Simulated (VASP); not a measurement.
# SnSe2 (P-3m1) in VASP: single point with PBE

Aim: the single point of SnSe2 with PBE.

Everything below comes from runs of VASP 6.6.1. Logs are shortened: lines on timing, memory, paths and dates and some standing lists are left out, and cuts for length are marked.

### 1 The cell of the first run

Symmetry: P-3m1, No. 164, trigonal system. Conventional cell: a = 3.825 Å, b = 3.825 Å, c = 6.227 Å, α = 90.00°, β = 90.00°, γ = 120.00°. Sn (site symmetry -3m) has 6 Se at 2.71 Å within 3.6 Å. Within 3.6 Å of Se (site symmetry 3m) lie 3 Sn at 2.71 Å.

### 2 Single point, PBE, non-collinear spin, zero start, spin-orbit coupling

Input file INCAR:

```
SYSTEM = SnSe2
PREC = Accurate
ENCUT = 500
EDIFF = 1E-6
ISMEAR = -1
SIGMA = 0.02
LREAL = .FALSE.
LASPH = .TRUE.
NELM = 200
ALGO = Normal
ISIF = 2
LWAVE = .FALSE.
LCHARG = .TRUE.
MAGMOM = 0 0 0 0 0 0 0 0 0
LORBIT = 11
LSORBIT = .TRUE.
GGA_COMPAT = .FALSE.
LORBMOM = .TRUE.
GGA = PE
LVHAR = .TRUE.
NBANDS = 39
```

Input file KPOINTS:

```
Automatic mesh
0
G
  12 12 4
  0 0 0
```

Input file POSCAR:

```
SnSe2
1.0
    3.8251491972      0.0000000000      0.0000000000
   -1.9125745986      3.3126763781      0.0000000000
    0.0000000000      0.0000000000      6.2270814759
Sn Se
1 2
Direct
    0.0000000000      0.0000000000      0.0000000000
    0.3333333333      0.6666666667      0.2530781097
    0.6666666667      0.3333333333      0.7469218903
```

Potentials or basis: VASP PAW PBE potentials, release 64 (Sn_d, Se).

On the command line:

```sh
$ cat potpaw_PBE.64/Sn_d/POTCAR potpaw_PBE.64/Se/POTCAR > POTCAR
$ mpirun -np 1 vasp_ncl > vasp.out
```

OUTCAR:

```text
SYSTEM = SnSe2
   PREC = Accurate
   ENCUT = 500
   EDIFF = 1E-6
   ISMEAR = -1
   LREAL = .FALSE.
   LASPH = .TRUE.
   NELM = 200
   ISIF = 2
   LORBIT = 11
   LSORBIT = .TRUE.
   GGA = PE

 ion  position               nearest neighbor table
   1  0.000  0.000  0.000-   2 2.71   3 2.71   3 2.71   2 2.71   3 2.71   2 2.71
   2  0.333  0.667  0.253-   1 2.71   1 2.71   1 2.71
   3  0.667  0.333  0.747-   1 2.71   1 2.71   1 2.71

  LATTYP: Found a hexagonal cell.
 ALAT       =     3.8251491972
 C/A-ratio  =     1.6279316583

  Lattice vectors:

 A1 = (   3.8251491972,   0.0000000000,   0.0000000000)
 A2 = (  -1.9125745986,   3.3126763781,   0.0000000000)
 A3 = (   0.0000000000,   0.0000000000,   6.2270814759)

Analysis of symmetry for initial positions (statically):
=====================================================================
 Subroutine PRICEL returns:
 Original cell was already a primitive cell.

 Routine SETGRP: Setting up the symmetry group for a
 hexagonal supercell.

 Subroutine GETGRP returns: Found 12 space group operations
 (whereof 12 operations were pure point group operations)
 out of a pool of 24 trial point group operations.

The static configuration has the point symmetry D_3d.

Analysis of symmetry for dynamics (positions and initial velocities):
=====================================================================
 Subroutine PRICEL returns:
 Original cell was already a primitive cell.

 Routine SETGRP: Setting up the symmetry group for a
 hexagonal supercell.

 Subroutine GETGRP returns: Found 12 space group operations
 (whereof 12 operations were pure point group operations)
 out of a pool of 24 trial point group operations.

The dynamic configuration has the point symmetry D_3d.

Analysis of structural, dynamic, and magnetic symmetry:
=====================================================================
 Subroutine PRICEL returns:
 Original cell was already a primitive cell.

 Routine SETGRP: Setting up the symmetry group for a
 hexagonal supercell.

 Subroutine GETGRP returns: Found 12 space group operations
 (whereof 12 operations were pure point group operations)
 out of a pool of 24 trial point group operations.

The overall configuration has the point symmetry D_3d.

 Subroutine INISYM returns: Found 12 space group operations
 (whereof 12 operations are pure point group operations),
 and found     1 'primitive' translations

----------------------------------------------------------------------------------------

                                     Primitive cell

  volume of cell :      78.9063

  direct lattice vectors                    reciprocal lattice vectors
     3.825149197  0.000000000  0.000000000     0.261427711  0.150935359  0.000000000
    -1.912574599  3.312676378  0.000000000     0.000000000  0.301870719  0.000000000
     0.000000000  0.000000000  6.227081476     0.000000000  0.000000000  0.160588874

  length of vectors
     3.825149197  3.825149197  6.227081476     0.301870719  0.301870719  0.160588874

  position of ions in fractional coordinates (direct lattice)
     0.000000000  0.000000000  0.000000000
     0.333333333  0.666666667  0.253078110
     0.666666667  0.333333333  0.746921890

  ion indices of the primitive-cell ions
   primitive index   ion index
                 1           1
                 2           2
                 3           3

----------------------------------------------------------------------------------------

 KPOINTS: Automatic mesh

Automatic generation of k-mesh.
 Grid dimensions read from file:
 generate k-points for:   12   12    4

 Generating k-lattice:

  Cartesian coordinates                     Fractional coordinates (reciprocal lattice)
     0.021785643  0.012577947  0.000000000     0.083333333  0.000000000  0.000000000
     0.000000000  0.025155893  0.000000000     0.000000000  0.083333333  0.000000000
     0.000000000  0.000000000  0.040147218     0.000000000  0.000000000  0.250000000

  Length of vectors
     0.025155893  0.025155893  0.040147218

  Shift w.r.t. Gamma in fractional coordinates (k-lattice)
     0.000000000  0.000000000  0.000000000

 Subroutine IBZKPT returns following result:
 ===========================================

 Found     69 irreducible k-points:

 Following reciprocal coordinates:
            Coordinates               Weight
  0.000000  0.000000  0.000000      1.000000
  0.083333  0.000000  0.000000      6.000000
  0.166667  0.000000  0.000000      6.000000
  0.250000 -0.000000  0.000000      6.000000
  0.333333 -0.000000  0.000000      6.000000
  0.416667 -0.000000  0.000000      6.000000
[... 16 lines left out ...]
  0.166667  0.000000  0.250000      6.000000
  0.000000  0.166667  0.250000      6.000000
 [... further k-points ...]
   k-points           NKPTS =     69   k-points in BZ     NKDIM =     69   number of bands    NBANDS=     39
   number of dos      NEDOS =    301   number of ions     NIONS =      3
   total plane-waves  NPLWV =  37632
[... 27 lines left out ...]
   NUPDOWN=      -1.0000    fix difference up-down
   EMIN   =  10.00;   EMAX   =-10.00  energy-range for DOS
   EFERMI =   0.00;   METHOD = LEGACY
   ISMEAR =    -1;   SIGMA  =   0.02  broadening in eV -4-tet -1-fermi 0-gaus
   EFERMI_NEDOS =   21; number of points for ismear=-14 and -15
   IALGO  =     38    algorithm
   IMIX   =      4    mixing-type and parameters
     AMIX     =   0.40;   BMIX     =  1.00
     AMIX_MAG =   1.60;   BMIX_MAG =  1.00
  volume/ion in A,a.u.               =      26.30       177.50
  Fermi-wavevector in a.u.,A,eV,Ry     =   1.130738  2.136785 17.395978  1.278568
  Thomas-Fermi vector in A             =   2.267435
   LORBIT       =     11    0 simple, 1 ext, 2 COOP (PROOUT), +10 PAW based schemes
   GGA     = PE    functional components
   LHFCALC =     F    Hartree Fock is set to
   AEXX    =    0.0000 exact exchange contribution
   IVDW    =     0    specifies the selected vdW correction
   LEPSILON=     F    determine dielectric tensor
   LRPA    =     F    only Hartree local field effects (RPA)
  energy-cutoff  :      500.00
  volume of cell :       78.91
 maximum number of plane-waves:      4040
   NGX = 13   NGY = 13   NGZ = 23

 number of electron      26.0000000 magnetization       0.0000000      0.0000000      0.0000000

 number of electron      26.0000000 magnetization       0.0000000     -0.0000000     -0.0000000

 number of electron      26.0000000 magnetization      -0.0000000      0.0000000      0.0000000

 Free energy of the ion-electron system (eV)
  ---------------------------------------------------
  ext. energy  EPLUGINS =         0.00000000
  ---------------------------------------------------
  free energy    TOTEN  =       -11.91472292 eV

  energy without entropy =      -11.91472292  energy(sigma->0) =      -11.91472292

 E-fermi :   4.3383     XC(G=0):  -9.3744

 val. band max:        3.9815955222   @ k =   0.1667   0.0000   0.0000
 cond. band min:       4.6875680792   @ k =   0.5000  -0.0000   0.5000
 fundamental gap:      0.7059725569
 Fermi energy:         4.3383222292

 k-point     1 :       0.0000    0.0000    0.0000
  band No.  band energies     occupation
      1     -17.8776      1.00000
      2     -17.8776      1.00000
      3     -17.8568      1.00000
      4     -17.8568      1.00000
      5     -16.8565      1.00000
      6     -16.8565      1.00000
[... 973 lines left out ...]
     37      11.9763      0.00000
     38      11.9763      0.00000

 [... further k-points ...]

 [bands above 38 left out]

------------------------ aborting loop because EDIFF is reached ----------------------------------------

  FORCE on cell =-STRESS in cart. coord.  units (eV):
  Direction    XX          YY          ZZ          XY          YZ          ZX
  --------------------------------------------------------------------------------------
  -------------------------------------------------------------------------------------
  Total        1.4608530      1.4608530      1.5362225      0.0000000      0.0000000      0.0000000
  in kB       29.6623229     29.6623229     31.1926849      0.0000000      0.0000000      0.0000000
  external PRESSURE =      30.1724436 kB  Pullay stress =       0.0000000 kB

 VOLUME and BASIS-vectors are now :
 -----------------------------------------------------------------------------
  energy-cutoff  :      500.00
  volume of cell :       78.91
      direct lattice vectors                 reciprocal lattice vectors
     3.825149197  0.000000000  0.000000000     0.261427711  0.150935359  0.000000000
    -1.912574599  3.312676378  0.000000000     0.000000000  0.301870719  0.000000000
     0.000000000  0.000000000  6.227081476     0.000000000  0.000000000  0.160588874

 POSITION                                       TOTAL-FORCE (eV/Angst)
 -----------------------------------------------------------------------------------
      0.00000      0.00000      0.00000         0.000000      0.000000      0.000000
     -0.00000      2.20845      1.57594         0.000000      0.000000      0.281221
      1.91257      1.10423      4.65114        -0.000000      0.000000     -0.281221
 -----------------------------------------------------------------------------------
    total drift:                               -0.000000     -0.000000      0.000000

  FREE ENERGIE OF THE ION-ELECTRON SYSTEM (eV)
  ---------------------------------------------------
  free  energy   TOTEN  =       -11.9147229225 eV

  energy  without entropy=      -11.9147229218  energy(sigma->0) =      -11.91472292

 orbital moment (x)

 # of ion     p       d       tot
 ----------------------------------------
  1         0.000   0.000   0.000
  2        -0.000   0.000  -0.000
  3         0.000  -0.000   0.000
 ----------------------------------------
            0.000   0.000   0.000

 orbital moment (y)

 # of ion     p       d       tot
 ----------------------------------------
  1        -0.000   0.000   0.000
  2         0.000   0.000   0.000
  3         0.000   0.000   0.000
 ----------------------------------------
            0.000   0.000   0.000

 orbital moment (z)

 # of ion     p       d       tot
 ----------------------------------------
  1         0.000   0.000   0.000
  2         0.000   0.000   0.000
  3         0.000   0.000   0.000
 ----------------------------------------
            0.000   0.000   0.000

 Spin-Orbit-Coupling matrix elements

 Ion:    1  E_soc:     -0.0903317
 l=   1
     0.0000000    -0.0090383    -0.0090227
    -0.0090383     0.0000000    -0.0090383
    -0.0090227    -0.0090383     0.0000000
 l=   2
     0.0000000    -0.0011959     0.0000000    -0.0011959    -0.0048269
    -0.0011959     0.0000000    -0.0036287    -0.0011984    -0.0011959
     0.0000000    -0.0036287     0.0000000    -0.0036287     0.0000000
    -0.0011959    -0.0011984    -0.0036287     0.0000000    -0.0011959
    -0.0048269    -0.0011959     0.0000000    -0.0011959     0.0000000
 l=   3
     0.0000000     0.0000000     0.0000000     0.0000000     0.0000000     0.0000000     0.0000000
     0.0000000     0.0000000     0.0000000     0.0000000     0.0000000     0.0000000     0.0000000
     0.0000000     0.0000000     0.0000000     0.0000000     0.0000000     0.0000000     0.0000000
     0.0000000     0.0000000     0.0000000     0.0000000     0.0000000     0.0000000     0.0000000
[... 29 lines left out ...]
 l=   2
     0.0000000    -0.0000001     0.0000000    -0.0000001    -0.0000023
    -0.0000001     0.0000000     0.0000020     0.0000040    -0.0000001
     0.0000000     0.0000020     0.0000000     0.0000020     0.0000000
    -0.0000001     0.0000040     0.0000020     0.0000000    -0.0000001
    -0.0000023    -0.0000001     0.0000000    -0.0000001     0.0000000
 l=   3
     0.0000000     0.0000000     0.0000000     0.0000000     0.0000000     0.0000000     0.0000000
     0.0000000     0.0000000     0.0000000     0.0000000     0.0000000     0.0000000     0.0000000
     0.0000000     0.0000000     0.0000000     0.0000000     0.0000000     0.0000000     0.0000000
     0.0000000     0.0000000     0.0000000     0.0000000     0.0000000     0.0000000     0.0000000
     0.0000000     0.0000000     0.0000000     0.0000000     0.0000000     0.0000000     0.0000000
     0.0000000     0.0000000     0.0000000     0.0000000     0.0000000     0.0000000     0.0000000
     0.0000000     0.0000000     0.0000000     0.0000000     0.0000000     0.0000000     0.0000000

 total charge

# of ion       s       p       d       tot
------------------------------------------
    1        1.060   1.023  10.099  12.183
    2        1.485   2.310   0.027   3.823
    3        1.485   2.310   0.027   3.823
--------------------------------------------------
tot          4.030   5.644  10.154  19.829

 magnetization (x)

# of ion       s       p       d       tot
------------------------------------------
    1       -0.000   0.000  -0.000  -0.000
    2        0.000   0.000   0.000   0.000
    3        0.000   0.000   0.000   0.000
--------------------------------------------------
tot          0.000   0.000   0.000   0.000

 magnetization (y)

# of ion       s       p       d       tot
------------------------------------------
    1        0.000   0.000   0.000   0.000
    2        0.000  -0.000   0.000  -0.000
    3        0.000  -0.000   0.000  -0.000
--------------------------------------------------
tot          0.000  -0.000   0.000  -0.000

 magnetization (z)

# of ion       s       p       d       tot
------------------------------------------
    1       -0.000  -0.000   0.000   0.000
    2        0.000   0.000   0.000   0.000
    3        0.000   0.000   0.000   0.000
--------------------------------------------------
tot         -0.000  -0.000   0.000   0.000
```

Wall time 7.6 min (1 thread of Oxide Virtual Turin-like, shared host); peak memory 0.48 GiB.

Results:

- Free energy: -11.9147 eV
- Pressure: 3.0 GPa
- Largest force: 0.281 eV/Å
- Net moment: 0.00 μB per cell
- Valence electrons inside the program's atomic spheres: Sn 12.18; Se 3.82

Forces in eV/Å, atoms in the order of the input:
```
Sn   0.000  0.000  0.000
Se   0.000  0.000  0.281
Se   0.000  0.000 -0.281
```

Stress tensor (GPa, compression positive):
```
2.97 0.00 0.00
0.00 2.97 0.00
0.00 0.00 3.12
```

Moments on the atoms (μB; x, y, z):
```
Sn  0.00 0.00 0.00
Se  0.00 0.00 0.00
Se  0.00 0.00 0.00
```

Caveat: the cell stands under pressure; this functional lacks dispersion, which binds layers or chains, so the pressure and a relaxed spacing across them are unreliable.
